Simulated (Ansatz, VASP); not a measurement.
**Two plane-wave programs on InP**

File INCAR:

```
PREC = Accurate
ENCUT = 520
EDIFF = 1E-6
ISMEAR = 0
SIGMA = 0.15
LREAL = False
LASPH = True
NELM = 60
ALGO = Normal
ISIF = 2
LWAVE = False
LCHARG = False
GGA = PS
NBANDS = 16
```

KPOINTS

```
Automatic mesh
0
Gamma
  14 14 14
```

Contents of POSCAR:

```
InP
1.0
    0.0000000000      2.9406500000      2.9406500000
    2.9406500000      0.0000000000      2.9406500000
    2.9406500000      2.9406500000      0.0000000000
In P
1 1
Direct
    0.0000000000      0.0000000000      0.0000000000
    0.5000000000      0.5000000000      0.5000000000
```

Input for Ansatz:

```yaml
crystal:
  lattice:
    - [0.0, 2.94065, 2.94065]
    - [2.94065, 0.0, 2.94065]
    - [2.94065, 2.94065, 0.0]
  atoms:
    - { symbol: In, position: [0.0, 0.0, 0.0] }
    - { symbol: P, position: [0.5, 0.5, 0.5] }
basis:
  ecutwfc: 420
kpoints:
  mp_grid: { grid: [14, 14, 14] }
hamiltonian:
  xc: pbesol
scf:
  occupations: { method: gaussian, width: 0.15 }
output:
  forces: true
  stress: true
  eigenvalues: true
```

Change from the starting cell: strain +0.030 along x and y, +0.030 along z, atoms carried along.

Alike in both runs: task single point; functional PBEsol; k mesh 14 × 14 × 14; occupations gaussian, width 0.15 eV; no spin polarisation.

```csv
,VASP,Ansatz
version,VASP 6.6.1,Ansatz 0.2.0
potentials or method,"VASP PAW PBE potentials, release 64 (In_d, P), cutoff 520 eV","scalar-relativistic, plane waves, PAW"
valence electrons in the cell,18,18
```

|  | VASP | Ansatz | Ansatz less VASP |
| --- | --- | --- | --- |
| gap on the k mesh at the Fermi level (eV) | none | none | - |
| pressure (GPa) | -10.9 | -10.9 | 0.00 |

VASP's potentials were made for PBE, not for PBEsol. A gap of «none» marks a metal or a gap that the smearing closes. The functional is the same, so the differences come from potentials, cutoffs and numerics.
